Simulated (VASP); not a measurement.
Write the native input for VASP 6.6.1 that does the following.

| Quantity | Value |
| --- | --- |
| Task | single point |
| Functional | r2SCAN |
| Potentials or basis | VASP PAW PBE potentials, release 64 (Na_pv, F) |
| Cutoff | 520 eV |
| k mesh | 8 × 8 × 8 |
| Occupations | gaussian, width 0.02 eV |
| Spin | no spin polarisation |
| Dipole correction | no |
| Further INCAR settings | ALGO = Normal; EDIFF = 1e-07; NBANDS = 14 |

Crystal: NaF (Villiaumite).

```
Na F
1.0
     0.00000    2.29707    2.29707
     2.29707    0.00000    2.29707
     2.29707    2.29707    0.00000
Na F
1 1
Direct
  0.00000 0.00000 0.00000
  0.50000 0.50000 0.50000
```

These files were run (other wordings do the same):

POSCAR

```
NaF
1.0
    0.0000000000      2.2970684078      2.2970684078
    2.2970684078      0.0000000000      2.2970684078
    2.2970684078      2.2970684078      0.0000000000
Na F
1 1
Direct
    0.0000000000      0.0000000000      0.0000000000
    0.5000000000      0.5000000000      0.5000000000
```

INCAR.step1

```
SYSTEM = NaF
ALGO = Normal ; EDIFF = 1E-4
ENCUT = 520 ; GGA = PE
ISMEAR = 0 ; LASPH = .TRUE.
LCHARG = .FALSE. ; LREAL = .FALSE.
LWAVE = .TRUE. ; NBANDS = 14
NELM = 100 ; PREC = Accurate
SIGMA = 0.02
```

INCAR.step2

```
SYSTEM = NaF
ALGO = Normal ; EDIFF = 1E-7
ENCUT = 520 ; ISIF = 2
ISMEAR = 0 ; ISTART = 1
LASPH = .TRUE. ; LCHARG = .TRUE.
LELF = .TRUE. ; LMIXTAU = .TRUE.
LREAL = .FALSE. ; LVHAR = .TRUE.
LWAVE = .FALSE. ; METAGGA = R2SCAN
NBANDS = 14 ; NELM = 100
PREC = Accurate ; SIGMA = 0.02
```

KPOINTS

```
k-points
0
G
  8 8 8
  0 0 0
```

Potentials or basis: VASP PAW PBE potentials, release 64 (Na_pv, F).

Launch:

```console
$ cat potpaw_PBE.64/Na_pv/POTCAR potpaw_PBE.64/F/POTCAR > POTCAR
$ cp INCAR.step1 INCAR
$ mpirun -np 1 vasp_std > vasp.out
$ cp INCAR.step2 INCAR
$ mpirun -np 1 vasp_std > vasp.out
```

Results of the run:

* Pressure: -0.9 GPa
* Band gap on the k mesh: 7.32 eV, direct

Caveat: the PAW data sets were made with another functional, which shifts forces and pressure a little.

Run time: 21 s on 1 thread of AMD EPYC 9R45 96-Core Processor (Zen 5), on a shared host, peak memory 0.11 GiB.
